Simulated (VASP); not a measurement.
Input of a VASP 6.6.1 run:

Contents of POSCAR:

```
Al2Cu
1.0
    4.0866984621      0.0013549814     -0.0100177851
    0.0013549814      4.1025583957      0.0178365925
   -0.0070556074      0.0125624568      2.9085422956
Al Cu
2 1
Direct
    0.4687560276      0.0117958310      0.4766540501
    0.0213922591      0.5074259987      0.4270045301
    0.0251393845      0.0352885078      0.0181625366
```

Contents of INCAR.step1:

```
SYSTEM = Al2Cu
PREC = Accurate
ENCUT = 520
ISMEAR = 0
SIGMA = 0.1
LREAL = .FALSE.
LASPH = .TRUE.
NELM = 100
NBANDS = 16
GGA = PE
ALGO = Normal
EDIFF = 1E-4
LWAVE = .TRUE.
LCHARG = .FALSE.
```

The input INCAR.step2:

```
SYSTEM = Al2Cu
PREC = Accurate
ENCUT = 520
EDIFF = 1E-6
ISMEAR = 0
SIGMA = 0.1
LREAL = .FALSE.
LASPH = .TRUE.
NELM = 100
ALGO = Normal
ISIF = 2
LWAVE = .FALSE.
LCHARG = .FALSE.
METAGGA = R2SCAN
LMIXTAU = .TRUE.
NBANDS = 16
ISTART = 1
```

File KPOINTS:

```
regular mesh
0
G
  4 4 4
  0 0 0
```

Potentials or basis: VASP PAW PBE potentials, release 64 (Al, Cu).

Run with:

```console
$ cat potpaw_PBE.64/Al/POTCAR potpaw_PBE.64/Cu/POTCAR > POTCAR
$ cp INCAR.step1 INCAR
$ mpirun -np 1 vasp_std > vasp.out
$ cp INCAR.step2 INCAR
$ mpirun -np 1 vasp_std > vasp.out
```

**Question.** What does it give for the largest force?

**Answer.** 2.430 eV/Å.

**Question.** What does it give for the pressure?

**Answer.** 3.2 GPa.

Stress tensor (GPa, compression positive):
```
 5.80 -0.80  2.88
-0.80  6.04  1.53
 2.88  1.53 -2.24
```

Caveat: the k points lie up to 0.54 Å⁻¹ apart; the PAW data sets were made with another functional, which shifts forces and pressure a little.
